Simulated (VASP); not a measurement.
A run of VASP 6.6.1 is set up as follows.

INCAR

```
SYSTEM = BN
  PREC = Accurate
  ENCUT = 520
  EDIFF = 1E-6
  ISMEAR = 0
  SIGMA = 0.05
  LREAL = .False.
  LASPH = .True.
  NELM = 80
  ALGO = Normal
  ISIF = 2
  LWAVE = .False.
  LCHARG = .False.
  LDIPOL = .True.
  IDIPOL = 3
  DIPOL = 0.5 0.5 0.500
  GGA = PE
  IVDW = 12
  IBRION = 2
  NSW = 60
  EDIFFG = -0.04
```

Contents of KPOINTS:

```
Automatic mesh
0
Gamma
  12 12 1
  0 0 0
```

The input POSCAR:

```
BN
1.0
    2.5022435700      0.0000000000      0.0000000000
   -1.2511217800      2.1670064900      0.0000000000
    0.0000000000      0.0000000000     23.3753904900
B N
2 2
Direct
    0.6666666700      0.3333333300      0.4278003400
    0.3333333300      0.6666666700      0.5720945908
    0.3333333300      0.6666666700      0.4279054092
    0.0000000000      0.0000000000      0.5721996600
```

Potentials or basis: VASP PAW PBE potentials, release 64 (B, N).

Launch:

```sh
$ cat potpaw_PBE.64/B/POTCAR potpaw_PBE.64/N/POTCAR > POTCAR
$ mpirun -np 1 vasp_std > vasp.out
```

Q: Predict the band gap on the k mesh.

A: 4.51 eV (least direct gap 4.57 eV).

Q: What does it give for the energy gained by relaxing?

A: 0.0 meV/atom.

Q: Predict the dispersion energy per atom.

A: -0.105 eV.

Forces in eV/Å, atoms in the order of the input:
```
B    0.000  0.000 -0.014
B    0.000  0.000 -0.010
N    0.000  0.000  0.022
N    0.000  0.000  0.002
```
